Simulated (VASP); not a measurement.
# HfTa3: single point with PBEsol

HfTa3:

```
Hf Ta
1.0
     0.00000    3.31102    3.31102
     3.31102    0.00000    3.31102
     3.31102    3.31102    0.00000
Hf Ta
1 3
Direct
  0.00000 0.00000 0.00000
  0.50000 0.50000 0.50000
  0.25000 0.25000 0.25000
  0.75000 0.75000 0.75000
```

- Program: VASP 6.6.1
- Task: single point
- Functional: PBEsol
- Potentials or basis: VASP PAW PBE potentials, release 64 (Hf_pv, Ta_pv)
- Cutoff: 500 eV
- k mesh: 6 × 6 × 6
- Occupations: fermi-dirac, width 0.05 eV
- Spin: no spin polarisation
- Dipole correction: no
- Further INCAR settings: ALGO = Normal; EDIFF = 1e-06; NBANDS = 30

The pressure is 2.4 GPa.

Levels at points of the mesh, in eV from the Fermi level:
| k point | band 19 | band 20 | band 21 | band 22 | band 23 | band 24 |
| --- | --- | --- | --- | --- | --- | --- |
| (0.00, 0.00, 0.00) | -1.01 | -1.01 | -1.01 | 0.97 | 0.97 | 0.97 |
| (0.50, 0.00, 0.00) | -1.52 | -1.20 | -0.99 | -0.99 | -0.70 | -0.70 |
| (0.50, 0.50, 0.00) | -1.04 | -0.61 | 1.20 | 1.20 | 1.73 | 1.73 |

Wall time 52 s on 1 thread of Intel Xeon 8259CL, on a shared host, peak memory 0.21 GiB.

Caveat: the PAW data sets were made with another functional, which shifts forces and pressure a little; spin-orbit coupling is left out, which moves the levels of the heavy elements.
